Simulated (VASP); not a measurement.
# NaCl (Fm-3m) in VASP: notebook

The runs below take NaCl through relaxation of cell and atoms, with r2SCAN+rVV10.

All numbers are computed with VASP 6.6.1; they aren't measurements. Logs are shortened: lines on timing, memory, paths and dates and some standing lists are left out, and cuts for length are marked.

## (1) The cell of the first run

It takes space group Fm-3m (No. 225, cubic). Conventional cell: a = 5.149 Å, b = 5.149 Å, c = 5.149 Å, α = 90.00°, β = 90.00°, γ = 90.00°. Na (site symmetry m-3m) has 6 Cl at 2.57 Å within 3.4 Å. Cl (site symmetry m-3m) has 6 Na at 2.57 Å within 3.4 Å.

## (2) Relaxation of cell and atoms, r2SCAN+rVV10, target pressure 12 GPa, at which the enthalpy is minimised

POSCAR

```
NaCl
1.0
    0.0000000000      2.5745265898      2.5745265898
    2.5745265898      0.0000000000      2.5745265898
    2.5745265898      2.5745265898      0.0000000000
Na Cl
1 1
Direct
    0.0000000000      0.0000000000      0.0000000000
    0.5000000000      0.5000000000      0.5000000000
```

INCAR.step1

```
SYSTEM = NaCl
ALGO     = Normal         ! electronic algorithm
EDIFF    = 1E-4           ! SCF threshold, eV
ENCUT    = 600            ! plane-wave cutoff, eV
GGA      = PE             ! functional
ISMEAR   = 0              ! smearing method
LASPH    = .TRUE.         ! aspherical terms in the spheres
LCHARG   = .FALSE.        ! write CHGCAR
LREAL    = .FALSE.        ! projectors in reciprocal space
LWAVE    = .TRUE.         ! write WAVECAR
NELM     = 100            ! most SCF steps
PREC     = Accurate       ! precision mode
SIGMA    = 0.02           ! smearing width, eV
```

INCAR.step2

```
SYSTEM = NaCl
ALGO     = Normal         ! electronic algorithm
BPARAM   = 11.95        
CPARAM   = 0.0093       
EDIFF    = 1E-6           ! SCF threshold, eV
EDIFFG   = -0.002         ! ionic threshold
ENCUT    = 600            ! plane-wave cutoff, eV
IBRION   = 2              ! ionic algorithm
ISIF     = 3              ! what is computed and relaxed
ISMEAR   = 0              ! smearing method
ISTART   = 1            
IVDW_NL  = 2            
LASPH    = .TRUE.         ! aspherical terms in the spheres
LCHARG   = .FALSE.        ! write CHGCAR
LMIXTAU  = .TRUE.       
LREAL    = .FALSE.        ! projectors in reciprocal space
LUSE_VDW = .TRUE.       
LWAVE    = .FALSE.        ! write WAVECAR
METAGGA  = R2SCAN         ! meta-GGA
NELM     = 100            ! most SCF steps
NSW      = 100            ! ionic steps
PREC     = Accurate       ! precision mode
PSTRESS  = 120.0        
SIGMA    = 0.02           ! smearing width, eV
```

KPOINTS

```
k-points
0
G
  8 8 8
  0 0 0
```

Potentials or basis: VASP PAW PBE potentials, release 64 (Na_pv, Cl).

The run is started by

```sh
$ cat potpaw_PBE.64/Na_pv/POTCAR potpaw_PBE.64/Cl/POTCAR > POTCAR
$ cp INCAR.step1 INCAR
$ mpirun -np 1 vasp_std > vasp.out
$ cp INCAR.step2 INCAR
$ mpirun -np 1 vasp_std > vasp.out
```

OUTCAR:

```text
SYSTEM = NaCl
   BPARAM = 11.95
   EDIFF = 1E-6
   EDIFFG = -0.002
   ENCUT = 600
   IBRION = 2
   ISIF = 3
   ISMEAR = 0
   ISTART = 1
   IVDW_NL = 2
   LASPH = .TRUE.
   LREAL = .FALSE.
   METAGGA = R2SCAN
   NELM = 100
   NSW = 100
   PREC = Accurate
   PSTRESS = 120.0

 ion  position               nearest neighbor table
   1  0.000  0.000  0.000-   2 2.57   2 2.57   2 2.57   2 2.57   2 2.57   2 2.57
   2  0.500  0.500  0.500-   1 2.57   1 2.57   1 2.57   1 2.57   1 2.57   1 2.57

  LATTYP: Found a face centered cubic cell.
 ALAT       =     5.1490531796

  Lattice vectors:

 A1 = (   0.0000000000,   2.5745265898,   2.5745265898)
 A2 = (   2.5745265898,   0.0000000000,   2.5745265898)
 A3 = (   2.5745265898,   2.5745265898,   0.0000000000)

Analysis of symmetry for initial positions (statically):
=====================================================================
 Subroutine PRICEL returns:
 Original cell was already a primitive cell.

 Routine SETGRP: Setting up the symmetry group for a
 face centered cubic supercell.

 Subroutine GETGRP returns: Found 48 space group operations
 (whereof 48 operations were pure point group operations)
 out of a pool of 48 trial point group operations.

The static configuration has the point symmetry O_h .

Analysis of symmetry for dynamics (positions and initial velocities):
=====================================================================
 Subroutine PRICEL returns:
 Original cell was already a primitive cell.

 Routine SETGRP: Setting up the symmetry group for a
 face centered cubic supercell.

 Subroutine GETGRP returns: Found 48 space group operations
 (whereof 48 operations were pure point group operations)
 out of a pool of 48 trial point group operations.

The dynamic configuration has the point symmetry O_h .

 Subroutine INISYM returns: Found 48 space group operations
 (whereof 48 operations are pure point group operations),
 and found     1 'primitive' translations

----------------------------------------------------------------------------------------

                                     Primitive cell

  volume of cell :      34.1289

  direct lattice vectors                    reciprocal lattice vectors
     0.000000000  2.574526590  2.574526590    -0.194210463  0.194210463  0.194210463
     2.574526590  0.000000000  2.574526590     0.194210463 -0.194210463  0.194210463
     2.574526590  2.574526590  0.000000000     0.194210463  0.194210463 -0.194210463

  length of vectors
     3.640930420  3.640930420  3.640930420     0.336382389  0.336382389  0.336382389
[... 102 lines left out ...]
  volume/ion in A,a.u.               =      17.06       115.16
  Fermi-wavevector in a.u.,A,eV,Ry     =   1.216401  2.298665 20.131610  1.479632
  Thomas-Fermi vector in A             =   2.351756
   LORBIT       =      0    0 simple, 1 ext, 2 COOP (PROOUT), +10 PAW based schemes
   METAGGA = R2SCAN    functional components
   LHFCALC =     F    Hartree Fock is set to
   AEXX    =    0.0000 exact exchange contribution
   IVDW_NL    =     2    kernel type
   BPARAM     =11.9500
   IVDW    =     0    specifies the selected vdW correction
   LEPSILON=     F    determine dielectric tensor
   LRPA    =     F    only Hartree local field effects (RPA)
 conjugate gradient relaxation of ions
 non-spin polarized calculation
 Gauss-broadening in eV      SIGMA  =   0.02
  energy-cutoff  :      600.00
  volume of cell :       34.13
 maximum number of plane-waves:      1158
 NGX is ok and might be reduce to    30
   NGX = 15   NGY = 15   NGZ = 15

--------------------------------------- Ionic step        1  -------------------------------------------

 number of electron      13.9999993 magnetization

 Free energy of the ion-electron system (eV)
  ---------------------------------------------------
  ext. energy  EPLUGINS =         0.00000000
  ---------------------------------------------------
  free energy    TOTEN  =       -13.07008937 eV

  energy without entropy =      -13.07008937  energy(sigma->0) =      -13.07008937

------------------------ aborting loop because EDIFF is reached ----------------------------------------

  FORCE on cell =-STRESS in cart. coord.  units (eV):
  Direction    XX          YY          ZZ          XY          YZ          ZX
  --------------------------------------------------------------------------------------
  -------------------------------------------------------------------------------------
  Total        2.4913862      2.4913862      2.4913862      0.0000000     -0.0000000      0.0000000
  in kB      116.9578834    116.9578834    116.9578834      0.0000000     -0.0000000      0.0000000
  external PRESSURE =      -3.0421166 kB  Pullay stress =     120.0000000 kB
[... 101 lines left out ...]
--------------------------------------- Ionic step        4  -------------------------------------------

 number of electron      13.9999992 magnetization

 Free energy of the ion-electron system (eV)
  ---------------------------------------------------
  ext. energy  EPLUGINS =         0.00000000
  ---------------------------------------------------
  free energy    TOTEN  =       -13.06016636 eV

  energy without entropy =      -13.06016636  energy(sigma->0) =      -13.06016636

 E-fermi :   0.9241     XC(G=0): -10.0571

 val. band max:        0.7833878492   @ k =   0.0000   0.0000   0.0000
 cond. band min:       8.0497636399   @ k =   0.0000   0.0000   0.0000
 fundamental gap:      7.2663757906
 Fermi energy:         0.9241160256

 k-point     1 :       0.0000    0.0000    0.0000
  band No.  band energies     occupation
      1     -20.3581      2.00000
      2     -20.3577      2.00000
      3     -20.3577      2.00000
      4     -13.2792      2.00000
      5       0.7834      2.00000
      6       0.7834      2.00000
      7       0.7834      2.00000
      8       8.0498      0.00000
      9      12.6192      0.00000
     10      12.6192      0.00000
     11      12.6192      0.00000
[... 309 lines left out ...]
 k-point    24 :      -0.3750    0.2500    0.1250
  band No.  band energies     occupation
      1     -20.4401      2.00000
      2     -20.3821      2.00000
      3     -20.3700      2.00000
      4     -12.4674      2.00000
      5      -1.7811      2.00000
      6      -0.4750      2.00000
      7       0.0693      2.00000
      8      10.4149      0.00000
      9      11.9124      0.00000
     10      13.3270      0.00000
     11      14.3137      0.00000

 [... further k-points ...]

------------------------ aborting loop because EDIFF is reached ----------------------------------------

  FORCE on cell =-STRESS in cart. coord.  units (eV):
  Direction    XX          YY          ZZ          XY          YZ          ZX
  --------------------------------------------------------------------------------------
  -------------------------------------------------------------------------------------
  Total        2.5464816      2.5464816      2.5464816      0.0000000      0.0000000     -0.0000000
  in kB      120.0204224    120.0204224    120.0204224      0.0000000      0.0000000     -0.0000000
  external PRESSURE =       0.0204224 kB  Pullay stress =     120.0000000 kB
[... 21 lines left out ...]
  energy  without entropy=      -13.0601663574  energy(sigma->0) =      -13.06016636

  enthalpy is  TOTEN    =       -10.5141180179 eV   P V=        2.5460483395

 reached required accuracy - stopping structural energy minimisation
```

OSZICAR.step1:

```text
N       E                     dE             d eps       ncg     rms          rms(c)
DAV:   1     0.105247521434E+03    0.10525E+03   -0.81405E+03   638   0.150E+03
DAV:   2     0.166589497645E+01   -0.10358E+03   -0.96682E+02   710   0.319E+02
DAV:   3    -0.639729173246E+01   -0.80632E+01   -0.80150E+01   758   0.862E+01
DAV:   4    -0.654460578401E+01   -0.14731E+00   -0.14718E+00   741   0.124E+01
DAV:   5    -0.654750871384E+01   -0.29029E-02   -0.29027E-02   800   0.174E+00    0.242E+00
DAV:   6    -0.637718106947E+01    0.17033E+00   -0.30401E-01   810   0.457E+00    0.187E+00
DAV:   7    -0.636167751580E+01    0.15504E-01   -0.93461E-02   737   0.254E+00    0.120E+00
DAV:   8    -0.636525066123E+01   -0.35731E-02   -0.70917E-03   680   0.107E+00    0.209E-01
DAV:   9    -0.636520562067E+01    0.45041E-04   -0.14949E-04   774   0.157E-01
   1 F= -.63652056E+01 E0= -.63652056E+01  d E =-.332995E-25
```

Run time: 5.4 min. Hardware: 1 thread of Intel Xeon Platinum 8259CL at 2.50GHz (Skylake/Cascade Lake), shared host; peak memory 0.27 GiB.

What came out:

```
Free energy                                                : -13.0602 eV
Relaxed volume                                             : 17.00 Å³/atom
Relaxed cell                                               : a = 3.636 Å, b = 3.636 Å, c = 3.636 Å, α = 60.00°, β = 60.00°, γ = 60.00°
Space group after relaxing (to 0.1 Å)                      : Fm-3m (No. 225)
Energy change on relaxing (the run minimises the enthalpy) : +5.0 meV/atom
Ionic steps                                                : 4
Pressure after relaxing                                    : 12.0 GPa
Band gap on the k mesh                                     : 7.27 eV
```

The path:
| step | energy change (eV) | largest force (eV/Å) | pressure (GPa) | volume (Å³) |
| --- | --- | --- | --- | --- |
| 1 | 0.0000 | 0.0000 | 11.70 | 34.13 |
| 2 | 0.0117 | 0.0000 | 12.06 | 33.97 |
| 3 | 0.0110 | 0.0000 | 12.03 | 33.98 |
| 4 | 0.0099 | 0.0000 | 12.00 | 33.99 |

Final structure:
```
Na Cl
1.0
     0.00000    2.57112    2.57112
     2.57112    0.00000    2.57112
     2.57112    2.57112    0.00000
Na Cl
1 1
Direct
  0.00000 0.00000 0.00000
  0.50000 0.50000 0.50000
```

Caveat: the cell is relaxed towards a set pressure, so the run minimises the enthalpy, not the energy; the PAW data sets were made with another functional, which shifts forces and pressure a little.

## (3) Relaxation of cell and atoms, r2SCAN+rVV10, target pressure 12 GPa, at which the enthalpy is minimised

This run uses another cell than the first one, of 22.19 Å³/atom.

POSCAR

```
NaCl
1.0
    0.0000000000      2.8100000000      2.8100000000
    2.8100000000      0.0000000000      2.8100000000
    2.8100000000      2.8100000000      0.0000000000
Na Cl
1 1
Direct
    0.0000000000      0.0000000000      0.0000000000
    0.5000000000      0.5000000000      0.5000000000
```

INCAR.step1

```
PREC = Accurate
ENCUT = 600
ISMEAR = 0
SIGMA = 0.02
LREAL = False
LASPH = True
NELM = 80
GGA = PE
ALGO = Normal
EDIFF = 1E-4
LWAVE = True
LCHARG = False
```

INCAR.step2

```
PREC = Accurate
ENCUT = 600
EDIFF = 1E-6
ISMEAR = 0
SIGMA = 0.02
LREAL = False
LASPH = True
NELM = 80
ALGO = Normal
ISIF = 3
LWAVE = False
LCHARG = False
METAGGA = R2SCAN
LMIXTAU = True
LUSE_VDW = True
IVDW_NL = 2
BPARAM = 11.95
CPARAM = 0.0093
IBRION = 2
NSW = 100
EDIFFG = -0.002
PSTRESS = 120.0
ISTART = 1
```

KPOINTS

```
regular mesh
0
Gamma
  8 8 8
```

Potentials or basis: VASP PAW PBE potentials, release 64 (Na_pv, Cl).

The run is started by

```sh
$ cat potpaw_PBE.64/Na_pv/POTCAR potpaw_PBE.64/Cl/POTCAR > POTCAR
$ cp INCAR.step1 INCAR
$ mpirun -np 1 vasp_std > vasp.out
$ cp INCAR.step2 INCAR
$ mpirun -np 1 vasp_std > vasp.out
```

Run time: 18 min. Hardware: 1 thread of Intel Xeon Platinum 8259CL at 2.50GHz (Skylake/Cascade Lake), shared host; peak memory 0.32 GiB.

The run converged. Its results:

```yaml
Free_energy: -13.0629 eV
Relaxed_volume: 16.99 Å³/atom
Relaxed_cell: a = 3.635 Å, b = 3.635 Å, c = 3.635 Å, α = 60.00°, β = 60.00°, γ = 60.00°
Space_group_after_relaxing_to_0.1_Å: Fm-3m (No. 225)
Energy_change_on_relaxing_the_run_minimises_the_enthalpy: +127.2 meV/atom
Ionic_steps: 15
Pressure_after_relaxing: 12.0 GPa
Band_gap_on_the_k_mesh: 7.27 eV
```

The path:
```
step  energy change (eV)  largest force (eV/Å)  pressure (GPa)  volume (Å³)
   1              0.0000                0.0000           -0.99        44.38
   2              0.2679                0.0000           12.39        33.79
   3              0.2563                0.0000           12.04        33.95
   4              0.2424                0.0000           11.61        34.14
   5              0.2427                0.0000           11.57        34.13
   6              0.2437                0.0000           11.66        34.12
   7              0.2437                0.0000           11.65        34.12
   8              0.2437                0.0000           11.65        34.12
   9              0.2438                0.0000           11.65        34.12
  10              0.2440                0.0000           11.64        34.12
  11              0.2443                0.0000           11.63        34.11
  12              0.2450                0.0000           11.70        34.10
  13              0.2463                0.0000           11.74        34.08
  14              0.2490                0.0000           11.82        34.05
  15              0.2543                0.0000           11.98        33.97
```

Final structure:
```
Na Cl
1.0
     0.00000    2.57062    2.57062
     2.57062    0.00000    2.57062
     2.57062    2.57062    0.00000
Na Cl
1 1
Direct
  0.00000 0.00000 0.00000
  0.50000 0.50000 0.50000
```

Levels at points of the mesh, in eV from the valence-band top:
```csv
k point,band 5,band 6,band 7,band 8,band 9,band 10
"(0.00, 0.00, 0.00)",0.00,0.00,0.00,7.27,11.84,11.84
"(0.50, 0.00, 0.00)",-2.96,-0.50,-0.50,8.34,12.33,12.33
"(0.50, 0.50, 0.00)",-2.58,-0.94,-0.94,8.11,9.18,14.47
```

Caveat: the cell is relaxed towards a set pressure, so the run minimises the enthalpy, not the energy; the volume moved by over 15 % at a fixed basis, so the end points are rough; the PAW data sets were made with another functional, which shifts forces and pressure a little.
